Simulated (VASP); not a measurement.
# Cr (Im-3m) in VASP: further runs, part 2 of 2

VASP 6.6.1. The steps go on from the part before.

## (4) Single point, PBE, collinear spin, ferromagnetic start

Contents of INCAR:

```
PREC     = Accurate       # precision mode
ENCUT    = 520            # plane-wave cutoff, eV
EDIFF    = 1E-6           # SCF threshold, eV
ISMEAR   = 0              # smearing method
SIGMA    = 0.012          # smearing width, eV
LREAL    = False          # projectors in reciprocal space
LASPH    = True           # aspherical terms in the spheres
NELM     = 150            # most SCF steps
ALGO     = Normal         # electronic algorithm
ISIF     = 2              # what is computed and relaxed
LWAVE    = False          # write WAVECAR
LCHARG   = False          # write CHGCAR
ISPIN    = 2              # spin polarisation
MAGMOM   = 3              # initial moments
LORBIT   = 11             # projections on sites
LMAXMIX  = 4              # l up to which the mixer works
GGA      = PE             # functional
NBANDS   = 16             # bands
```

Contents of KPOINTS:

```
Automatic mesh
0
Gamma
  12 12 12
```

Contents of POSCAR:

```
Cr
1.0
   -1.4844496776      1.4844496776      1.4844496776
    1.4844496776     -1.4844496776      1.4844496776
    1.4844496776      1.4844496776     -1.4844496776
Cr
1
Direct
    0.0000000000      0.0000000000      0.0000000000
```

The run is started by

```sh
cat potpaw_PBE.64/Cr_pv/POTCAR > POTCAR
mpirun -np 1 vasp_std > vasp.out
```

It took 20 s on 1 thread of AMD EPYC 7R13 (Zen 3), shared host; peak memory 0.11 GiB.

Results (log left out):

```
Free energy                                           : -9.3819 eV
Pressure                                              : -25.5 GPa
Band gap on the k mesh                                : zero (filled and empty bands overlap)
Net moment                                            : 0.00 μB per cell
Valence electrons inside the program's atomic spheres : Cr 10.82
```

Levels at points of the mesh, in eV from the Fermi level:
Spin up:
```tsv
k point	band 3	band 4	band 5	band 6	band 7	band 8	band 9	band 10
(0.00, 0.00, 0.00)	-42.84	-7.38	-0.74	-0.74	-0.74	1.01	1.01	7.10
(0.50, 0.00, 0.00)	-42.84	-3.83	-2.03	0.87	0.99	1.28	2.40	7.09
(0.50, 0.50, 0.50)	-43.27	-3.58	-3.58	2.08	2.08	2.08	7.10	9.56
```
Spin down:
```tsv
k point	band 3	band 4	band 5	band 6	band 7	band 8	band 9	band 10
(0.00, 0.00, 0.00)	-42.84	-7.38	-0.74	-0.74	-0.74	1.01	1.01	7.10
(0.50, 0.00, 0.00)	-42.84	-3.82	-2.03	0.87	0.99	1.28	2.40	7.09
(0.50, 0.50, 0.50)	-43.27	-3.58	-3.58	2.08	2.08	2.08	7.10	9.56
```

Caveat: the starting moments collapsed, and a magnetic state may lie lower.

## (5) Single point, PBEsol

Contents of INCAR:

```
  ALGO = Fast
  EDIFF = 1E-6
  ENCUT = 520
  GGA = PS
  ISIF = 2
  ISMEAR = -1
  LASPH = T
  LCHARG = T
  LELF = T
  LREAL = F
  LVHAR = T
  LWAVE = F
  NBANDS = 12
  NELM = 100
  PREC = Accurate
  SIGMA = 0.05
```

Contents of KPOINTS:

```
k-points
0
Gamma
  12 12 12
```

POSCAR is that of step 4.

Potentials or basis: VASP PAW PBE potentials, release 64 (Cr_pv).

The run is started by

```sh
cat potpaw_PBE.64/Cr_pv/POTCAR > POTCAR
mpirun -np 1 vasp_std > vasp.out
```

OUTCAR:

```text
EDIFF = 1E-6
   ENCUT = 520
   GGA = PS
   ISIF = 2
   ISMEAR = -1
   LASPH = T
   LREAL = F
   NELM = 100
   PREC = Accurate

 ion  position               nearest neighbor table
   1  0.000  0.000  0.000-

  LATTYP: Found a body centered cubic cell.
 ALAT       =     2.9688993552

  Lattice vectors:

 A1 = (  -1.4844496776,   1.4844496776,   1.4844496776)
 A2 = (   1.4844496776,  -1.4844496776,   1.4844496776)
 A3 = (   1.4844496776,   1.4844496776,  -1.4844496776)

Analysis of symmetry for initial positions (statically):
=====================================================================
 Subroutine PRICEL returns:
 Original cell was already a primitive cell.

 Routine SETGRP: Setting up the symmetry group for a
 body centered cubic supercell.

 Subroutine GETGRP returns: Found 48 space group operations
 (whereof 48 operations were pure point group operations)
 out of a pool of 48 trial point group operations.

The static configuration has the point symmetry O_h .

Analysis of symmetry for dynamics (positions and initial velocities):
=====================================================================
 Subroutine PRICEL returns:
 Original cell was already a primitive cell.

 Routine SETGRP: Setting up the symmetry group for a
 body centered cubic supercell.

 Subroutine GETGRP returns: Found 48 space group operations
 (whereof 48 operations were pure point group operations)
 out of a pool of 48 trial point group operations.

The dynamic configuration has the point symmetry O_h .

 Subroutine INISYM returns: Found 48 space group operations
 (whereof 48 operations are pure point group operations),
 and found     1 'primitive' translations

----------------------------------------------------------------------------------------

                                     Primitive cell

  volume of cell :      13.0845

  direct lattice vectors                    reciprocal lattice vectors
    -1.484449678  1.484449678  1.484449678     0.000000000  0.336825160  0.336825160
     1.484449678 -1.484449678  1.484449678     0.336825160  0.000000000  0.336825160
     1.484449678  1.484449678 -1.484449678     0.336825160  0.336825160  0.000000000

  length of vectors
     2.571142263  2.571142263  2.571142263     0.476342709  0.476342709  0.476342709

  position of ions in fractional coordinates (direct lattice)
     0.000000000  0.000000000  0.000000000

  ion indices of the primitive-cell ions
   primitive index   ion index
                 1           1

----------------------------------------------------------------------------------------

 KPOINTS: k-points

Automatic generation of k-mesh.
 Grid dimensions read from file:
 generate k-points for:   12   12   12

 Generating k-lattice:

  Cartesian coordinates                     Fractional coordinates (reciprocal lattice)
     0.000000000  0.028068763  0.028068763     0.083333333  0.000000000  0.000000000
     0.028068763  0.000000000  0.028068763     0.000000000  0.083333333  0.000000000
     0.028068763  0.028068763  0.000000000     0.000000000  0.000000000  0.083333333

  Length of vectors
     0.039695226  0.039695226  0.039695226

  Shift w.r.t. Gamma in fractional coordinates (k-lattice)
     0.000000000  0.000000000  0.000000000

 Subroutine IBZKPT returns following result:
 ===========================================

 Found     72 irreducible k-points:

 Following reciprocal coordinates:
            Coordinates               Weight
  0.000000  0.000000  0.000000      1.000000
  0.083333  0.000000  0.000000     12.000000
  0.166667  0.000000  0.000000     12.000000
  0.250000  0.000000  0.000000     12.000000
  0.333333  0.000000  0.000000     12.000000
  0.416667  0.000000  0.000000     12.000000
[... 16 lines left out ...]
  0.333333  0.083333  0.083333     24.000000
  0.416667  0.083333  0.083333     12.000000
 [... further k-points ...]
   k-points           NKPTS =     72   k-points in BZ     NKDIM =     72   number of bands    NBANDS=     12
   number of dos      NEDOS =    301   number of ions     NIONS =      1
   total plane-waves  NPLWV =   8000
   dimension x,y,z NGX =    20 NGY =   20 NGZ =   20
   dimension x,y,z NGXF=    40 NGYF=   40 NGZF=   40
   ions per type =               1
   NGX,Y,Z   is equivalent  to a cutoff of  12.93, 12.93, 12.93 a.u.
   NGXF,Y,Z  is equivalent  to a cutoff of  25.86, 25.86, 25.86 a.u.
 SYSTEM =  unknown system
   PREC   = accura    normal or accurate (medium, high low for compatibility)
   ISTART =      0    job   : 0-new  1-cont  2-samecut
   ICHARG =      2    charge: 1-file 2-atom 10-const
   ISPIN  =      1    spin polarized calculation?
   LNONCOLLINEAR =      F non collinear calculations
   LSORBIT =      F    spin-orbit coupling
   LASPH  =      T    aspherical Exc in radial PAW
   ENCUT  =  520.0 eV  38.22 Ry    6.18 a.u.   4.78  4.78  4.78*2*pi/ulx,y,z
   NELM   =    100;   NELMIN=  2; NELMDL= -5     # of ELM steps
   EDIFF  = 0.1E-05   stopping-criterion for ELM
   LREAL  =      F    real-space projection
   EDIFFG = 0.1E-04   stopping-criterion for IOM
   NSW    =      0    number of steps for IOM
   IBRION =     -1    ionic relax: 0-MD 1-quasi-New 2-CG
   NFREE  =      0    steps in history (QN), initial steepest desc. (CG)
   ISIF   =      2    stress and relaxation
   ISYM   =      2    0-nonsym 1-usesym 2-fastsym
   POTIM  = 0.5000    time-step for ionic-motion
   TEBEG  =    0.0;   TEEND  =   0.0 temperature during run
   PSTRESS=    0.0 pullay stress
   NELECT =      12.0000    total number of electrons
   NUPDOWN=      -1.0000    fix difference up-down
   EMIN   =  10.00;   EMAX   =-10.00  energy-range for DOS
   EFERMI =   0.00;   METHOD = LEGACY
   ISMEAR =    -1;   SIGMA  =   0.05  broadening in eV -4-tet -1-fermi 0-gaus
   EFERMI_NEDOS =   21; number of points for ismear=-14 and -15
   IALGO  =     68    algorithm
   IMIX   =      4    mixing-type and parameters
     AMIX     =   0.40;   BMIX     =  1.00
     AMIX_MAG =   1.60;   BMIX_MAG =  1.00
  volume/ion in A,a.u.               =      13.08        88.30
  Fermi-wavevector in a.u.,A,eV,Ry     =   1.590559  3.005721 34.421077  2.529878
  Thomas-Fermi vector in A             =   2.689235
   LORBIT       =      0    0 simple, 1 ext, 2 COOP (PROOUT), +10 PAW based schemes
   GGA     = PS    functional components
   LHFCALC =     F    Hartree Fock is set to
   AEXX    =    0.0000 exact exchange contribution
   IVDW    =     0    specifies the selected vdW correction
   LEPSILON=     F    determine dielectric tensor
   LRPA    =     F    only Hartree local field effects (RPA)
 non-spin polarized calculation
 RMM-DIIS sequential band-by-band and
  energy-cutoff  :      520.00
  volume of cell :       13.08
 maximum number of plane-waves:       370
   NGX =  9   NGY =  9   NGZ =  9

 number of electron      12.0000008 magnetization

 Free energy of the ion-electron system (eV)
  ---------------------------------------------------
  ext. energy  EPLUGINS =         0.00000000
  ---------------------------------------------------
  free energy    TOTEN  =       -10.01730955 eV

  energy without entropy =      -10.01120634  energy(sigma->0) =      -10.01425795

 E-fermi :   9.1058     XC(G=0): -13.1153

 val. band max:        9.0614419898   @ k =   0.1667   0.0000   0.0000
 cond. band min:       9.1300592658   @ k =   0.4167   0.0833   0.0000
 fundamental gap:      0.0686172760
 Fermi energy:         9.1057540256

 k-point     1 :       0.0000    0.0000    0.0000
  band No.  band energies     occupation
      1     -33.5739      2.00000
      2     -33.5739      2.00000
      3     -33.5739      2.00000
      4       1.7360      2.00000
      5       8.3925      2.00000
      6       8.3925      2.00000
      7       8.3925      2.00000
      8      10.1058      0.00000
      9      10.1058      0.00000
     10      16.1937      0.00000
     11      30.4613      0.00000
     12      30.4613      0.00000
[... 331 lines left out ...]
 k-point    24 :       0.4167    0.0833    0.0833
  band No.  band energies     occupation
      1     -34.1515      2.00000
      2     -33.8007      2.00000
      3     -33.6161      2.00000
      4       5.6919      2.00000
      5       7.0190      2.00000
      6       8.9013      1.96705
      7      10.1721      0.00000
      8      10.3862      0.00000
      9      13.0943      0.00000
     10      16.1873      0.00000
     11      17.6630      0.00000
     12      23.8992      0.00000

 [... further k-points ...]

------------------------ aborting loop because EDIFF is reached ----------------------------------------

  FORCE on cell =-STRESS in cart. coord.  units (eV):
  Direction    XX          YY          ZZ          XY          YZ          ZX
  --------------------------------------------------------------------------------------
  -------------------------------------------------------------------------------------
  Total       -2.6577139     -2.6577139     -2.6577139      0.0000000      0.0000000      0.0000000
  in kB     -325.4335908   -325.4335908   -325.4335908      0.0000000      0.0000000      0.0000000
  external PRESSURE =    -325.4335908 kB  Pullay stress =       0.0000000 kB

 VOLUME and BASIS-vectors are now :
 -----------------------------------------------------------------------------
  energy-cutoff  :      520.00
  volume of cell :       13.08
      direct lattice vectors                 reciprocal lattice vectors
    -1.484449678  1.484449678  1.484449678     0.000000000  0.336825160  0.336825160
     1.484449678 -1.484449678  1.484449678     0.336825160  0.000000000  0.336825160
     1.484449678  1.484449678 -1.484449678     0.336825160  0.336825160  0.000000000

 POSITION                                       TOTAL-FORCE (eV/Angst)
 -----------------------------------------------------------------------------------
      0.00000      0.00000      0.00000        -0.000000      0.000000      0.000000
 -----------------------------------------------------------------------------------
    total drift:                                0.000000     -0.000000      0.000000

  FREE ENERGIE OF THE ION-ELECTRON SYSTEM (eV)
  ---------------------------------------------------
  free  energy   TOTEN  =       -10.0173095534 eV

  energy  without entropy=      -10.0112063422  energy(sigma->0) =      -10.01425795
```

OSZICAR:

```text
N       E                     dE             d eps       ncg     rms          rms(c)
DAV:   1     0.814680964420E+02    0.81468E+02   -0.71605E+03  1736   0.116E+03
DAV:   2    -0.107889419178E+02   -0.92257E+02   -0.88710E+02  1788   0.295E+02
DAV:   3    -0.120886347385E+02   -0.12997E+01   -0.12911E+01  1940   0.419E+01
DAV:   4    -0.120960243459E+02   -0.73896E-02   -0.73895E-02  1840   0.320E+00
DAV:   5    -0.120961193962E+02   -0.95050E-04   -0.95049E-04  1944   0.336E-01    0.123E+01
RMM:   6    -0.100584695914E+02    0.20376E+01   -0.59360E+00  1834   0.280E+01    0.258E+00
RMM:   7    -0.100294991754E+02    0.28970E-01   -0.14515E-01  1904   0.457E+00    0.127E+00
RMM:   8    -0.100197257017E+02    0.97735E-02   -0.18320E-02  1976   0.121E+00    0.395E-01
RMM:   9    -0.100172952771E+02    0.24304E-02   -0.63930E-03  1942   0.970E-01    0.373E-02
RMM:  10    -0.100173113910E+02   -0.16114E-04   -0.17960E-04  1968   0.205E-01    0.130E-02
RMM:  11    -0.100173087168E+02    0.26742E-05   -0.31452E-05  2066   0.810E-02    0.351E-03
RMM:  12    -0.100173095534E+02   -0.83661E-06   -0.22007E-06  1419   0.204E-02
   1 F= -.10017310E+02 E0= -.10014258E+02  d E =-.610321E-02
```

It took 10 s on 1 thread of Intel Xeon Platinum 8259CL at 2.50GHz (Skylake/Cascade Lake), shared host; peak memory 0.13 GiB.

Results:

* Free energy: -10.0173 eV
* Pressure: -32.5 GPa
* Band gap on the k mesh: zero (band 6 reaches 11.23 eV, above the bottom of band 7 at 8.39 eV)

Caveat: the PAW data sets were made with another functional, which shifts forces and pressure a little; the run has no spin polarisation, though such a crystal can be magnetic. Spin polarisation is off, so any magnetic state and its effect on volume and gap are missing.
